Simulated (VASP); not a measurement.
# SiGe (P6_3mc) in VASP: a series of runs

The runs below take SiGe through single point, with PBEsol.

Everything below comes from runs of VASP 6.6.1. Logs are shortened: lines on timing, memory, paths and dates and some standing lists are left out, and cuts for length are marked.

## (1) The cell of the first run

Symmetry: P6_3mc, No. 186, hexagonal system. Conventional cell: a = 4.252 Å, b = 4.252 Å, c = 5.855 Å, α = 90.00°, β = 90.00°, γ = 120.00°. Si (site symmetry 3m) has 4 Ge at 2.19 to 2.56 Å within 2.9 Å. Ge (site symmetry 3m) has 4 Si at 2.19 to 2.56 Å within 2.9 Å.

## (2) Single point, PBEsol (22.92 Å³/atom)

The input, INCAR:

```
PREC = Accurate
ENCUT = 520
EDIFF = 1E-6
ISMEAR = 0
SIGMA = 0.03
LREAL = False
LASPH = True
NELM = 100
ALGO = Normal
ISIF = 2
LWAVE = False
LCHARG = False
GGA = PS
NBANDS = 26
```

The input, KPOINTS:

```
regular mesh
0
Gamma
  12 12 6
```

The input, POSCAR:

```
SiGe
1.0
    4.2521606111      0.0000000000      0.0000000000
   -2.1260803055      3.6824791102      0.0000000000
    0.0000000000      0.0000000000      5.8552251615
Si Ge
2 2
Direct
    0.6666666667      0.3333333333      0.8745463082
    0.3333333333      0.6666666667      0.3745463082
    0.6666666667      0.3333333333      0.5004526918
    0.3333333333      0.6666666667      0.0004526918
```

Potentials or basis: VASP PAW PBE potentials, release 64 (Si, Ge_d).

The run is started by

```bash
cat potpaw_PBE.64/Si/POTCAR potpaw_PBE.64/Ge_d/POTCAR > POTCAR
mpirun -np 1 vasp_std > vasp.out
```

OUTCAR:

```text
PREC = Accurate
   ENCUT = 520
   EDIFF = 1E-6
   ISMEAR = 0
   LREAL = False
   LASPH = True
   NELM = 100
   ISIF = 2
   GGA = PS

 ion  position               nearest neighbor table
   1  0.667  0.333  0.875-   3 2.19   4 2.56   4 2.56   4 2.56
   2  0.333  0.667  0.375-   4 2.19   3 2.56   3 2.56   3 2.56
   3  0.667  0.333  0.500-   1 2.19   2 2.56   2 2.56   2 2.56
   4  0.333  0.667  0.000-   2 2.19   1 2.56   1 2.56   1 2.56

  LATTYP: Found a hexagonal cell.
 ALAT       =     4.2521606111
 C/A-ratio  =     1.3770000000

  Lattice vectors:

 A1 = (   4.2521606111,   0.0000000000,   0.0000000000)
 A2 = (  -2.1260803055,   3.6824791102,   0.0000000000)
 A3 = (   0.0000000000,   0.0000000000,   5.8552251615)

Analysis of symmetry for initial positions (statically):
=====================================================================
 Subroutine PRICEL returns:
 Original cell was already a primitive cell.

 Routine SETGRP: Setting up the symmetry group for a
 hexagonal supercell.

 Subroutine GETGRP returns: Found 12 space group operations
 (whereof  6 operations were pure point group operations)
 out of a pool of 24 trial point group operations.

The static configuration has the point symmetry C_3v.
 The point group associated with its full space group is C_6v.

Analysis of symmetry for dynamics (positions and initial velocities):
=====================================================================
 Subroutine PRICEL returns:
 Original cell was already a primitive cell.

 Routine SETGRP: Setting up the symmetry group for a
 hexagonal supercell.

 Subroutine GETGRP returns: Found 12 space group operations
 (whereof  6 operations were pure point group operations)
 out of a pool of 24 trial point group operations.

The dynamic configuration has the point symmetry C_3v.
 The point group associated with its full space group is C_6v.

 Subroutine INISYM returns: Found 12 space group operations
 (whereof  6 operations are pure point group operations),
 and found     1 'primitive' translations

----------------------------------------------------------------------------------------

                                     Primitive cell

  volume of cell :      91.6840

  direct lattice vectors                    reciprocal lattice vectors
     4.252160611  0.000000000  0.000000000     0.235174560  0.135778095  0.000000000
[... 90 lines left out ...]
   EDIFF  = 0.1E-05   stopping-criterion for ELM
   LREAL  =      F    real-space projection
   EDIFFG = 0.1E-04   stopping-criterion for IOM
   NSW    =      0    number of steps for IOM
   IBRION =     -1    ionic relax: 0-MD 1-quasi-New 2-CG
   NFREE  =      0    steps in history (QN), initial steepest desc. (CG)
   ISIF   =      2    stress and relaxation
   ISYM   =      2    0-nonsym 1-usesym 2-fastsym
   POTIM  = 0.5000    time-step for ionic-motion
   TEBEG  =    0.0;   TEEND  =   0.0 temperature during run
   PSTRESS=    0.0 pullay stress
   NELECT =      36.0000    total number of electrons
   NUPDOWN=      -1.0000    fix difference up-down
   EMIN   =  10.00;   EMAX   =-10.00  energy-range for DOS
   EFERMI =   0.00;   METHOD = LEGACY
   ISMEAR =     0;   SIGMA  =   0.03  broadening in eV -4-tet -1-fermi 0-gaus
   EFERMI_NEDOS =   21; number of points for ismear=-14 and -15
   IALGO  =     38    algorithm
   IMIX   =      4    mixing-type and parameters
     AMIX     =   0.40;   BMIX     =  1.00
     AMIX_MAG =   1.60;   BMIX_MAG =  1.00
  volume/ion in A,a.u.               =      22.92       154.68
  Fermi-wavevector in a.u.,A,eV,Ry     =   1.198794  2.265392 19.553021  1.437107
  Thomas-Fermi vector in A             =   2.334673
   LORBIT       =      0    0 simple, 1 ext, 2 COOP (PROOUT), +10 PAW based schemes
   GGA     = PS    functional components
   LHFCALC =     F    Hartree Fock is set to
   AEXX    =    0.0000 exact exchange contribution
   IVDW    =     0    specifies the selected vdW correction
   LEPSILON=     F    determine dielectric tensor
   LRPA    =     F    only Hartree local field effects (RPA)
 non-spin polarized calculation
 Gauss-broadening in eV      SIGMA  =   0.03
  energy-cutoff  :      520.00
  volume of cell :       91.68
 maximum number of plane-waves:      2490
 NGX is ok and might be reduce to    32
   NGX = 15   NGY = 15   NGZ = 21

 number of electron      36.0000002 magnetization

 Free energy of the ion-electron system (eV)
  ---------------------------------------------------
  ext. energy  EPLUGINS =         0.00000000
  ---------------------------------------------------
  free energy    TOTEN  =       -19.95340275 eV

  energy without entropy =      -19.95293646  energy(sigma->0) =      -19.95316960

 E-fermi :   4.5420     XC(G=0):  -9.5275

 val. band max:        4.5396636356   @ k =   0.4167  -0.0000   0.0000
 cond. band min:       4.6169941199   @ k =   0.5000  -0.0000   0.1667
 fundamental gap:      0.0773304843
 Fermi energy:         4.5420448925

 k-point     1 :       0.0000    0.0000    0.0000
  band No.  band energies     occupation
      1     -19.7123      2.00000
      2     -19.7081      2.00000
      3     -19.6868      2.00000
      4     -19.6868      2.00000
      5     -19.6849      2.00000
      6     -19.6849      2.00000
[... 685 lines left out ...]
     25      11.3232      0.00000
     26      11.3308      0.00000

 [... further k-points ...]

------------------------ aborting loop because EDIFF is reached ----------------------------------------

  FORCE on cell =-STRESS in cart. coord.  units (eV):
  Direction    XX          YY          ZZ          XY          YZ          ZX
  --------------------------------------------------------------------------------------
  -------------------------------------------------------------------------------------
  Total       -7.4605256     -7.4605256     13.5726259     -0.0000000      0.0000000      0.0000000
  in kB     -130.3726389   -130.3726389    237.1815524     -0.0000000      0.0000000      0.0000000
  external PRESSURE =      -7.8545751 kB  Pullay stress =       0.0000000 kB

 VOLUME and BASIS-vectors are now :
 -----------------------------------------------------------------------------
  energy-cutoff  :      520.00
  volume of cell :       91.68
      direct lattice vectors                 reciprocal lattice vectors
     4.252160611  0.000000000  0.000000000     0.235174560  0.135778095  0.000000000
    -2.126080305  3.682479110  0.000000000     0.000000000  0.271556191  0.000000000
     0.000000000  0.000000000  5.855225161     0.000000000  0.000000000  0.170787625

 POSITION                                       TOTAL-FORCE (eV/Angst)
 -----------------------------------------------------------------------------------
      2.12608      1.22749      5.12067         0.000000      0.000000      2.517691
     -0.00000      2.45499      2.19305        -0.000000      0.000000      2.517691
      2.12608      1.22749      2.93026        -0.000000      0.000000     -2.517691
     -0.00000      2.45499      0.00265         0.000000      0.000000     -2.517691
 -----------------------------------------------------------------------------------
    total drift:                               -0.000000     -0.000001     -0.000850

  FREE ENERGIE OF THE ION-ELECTRON SYSTEM (eV)
  ---------------------------------------------------
  free  energy   TOTEN  =       -19.9534027526 eV

  energy  without entropy=      -19.9529364561  energy(sigma->0) =      -19.95316960
```

OSZICAR:

```text
N       E                     dE             d eps       ncg     rms          rms(c)
DAV:   1     0.265642806662E+03    0.26564E+03   -0.17628E+04  4626   0.287E+03
DAV:   2     0.232127937491E+02   -0.24243E+03   -0.23398E+03  4032   0.631E+02
DAV:   3    -0.185668353231E+02   -0.41780E+02   -0.41337E+02  4704   0.155E+02
DAV:   4    -0.203430565639E+02   -0.17762E+01   -0.17723E+01  4816   0.358E+01
DAV:   5    -0.203815633892E+02   -0.38507E-01   -0.38495E-01  4926   0.579E+00    0.562E+00
DAV:   6    -0.200753695073E+02    0.30619E+00   -0.16538E-01  4634   0.279E+00    0.323E+00
DAV:   7    -0.199508962681E+02    0.12447E+00   -0.34926E-01  5006   0.345E+00    0.321E-01
DAV:   8    -0.199529110676E+02   -0.20148E-02   -0.52119E-02  4458   0.153E+00    0.278E-01
DAV:   9    -0.199532517980E+02   -0.34073E-03   -0.25698E-03  5036   0.442E-01    0.153E-01
DAV:  10    -0.199534198534E+02   -0.16806E-03   -0.12799E-03  4590   0.269E-01    0.444E-02
DAV:  11    -0.199533961456E+02    0.23708E-04   -0.15288E-04  4542   0.114E-01    0.158E-02
DAV:  12    -0.199533978531E+02   -0.17075E-05   -0.27124E-05  4872   0.279E-02    0.195E-02
DAV:  13    -0.199534027717E+02   -0.49186E-05   -0.90016E-06  3694   0.181E-02    0.362E-03
DAV:  14    -0.199534027526E+02    0.19047E-07   -0.78392E-07  3264   0.804E-03
   1 F= -.19953403E+02 E0= -.19953170E+02  d E =-.466297E-03
```

Wall time 3.6 min (1 thread of Intel Xeon 8259CL, shared host); peak memory 0.3 GiB.

What came out:

* Free energy: -19.9534 eV
* Pressure: -0.8 GPa
* Largest force: 2.518 eV/Å
* Band gap on the k mesh: zero (bands 18 and 19 overlap by 0.93 eV)

Forces on the atoms (eV/Å):
```
Si   0.000  0.000  2.518
Si   0.000  0.000  2.518
Ge   0.000  0.000 -2.518
Ge   0.000  0.000 -2.518
```

Stress tensor (GPa, compression positive):
```
-13.04   0.00   0.00
  0.00 -13.04   0.00
  0.00   0.00  23.72
```

Caveat: the stress differs along the axes, from -13 to 24 GPa; the PAW data sets were made with another functional, which shifts forces and pressure a little.

[end of part 1 of 3]

The gap in the log of VASP goes by the Fermi energy; the results here count the filled bands.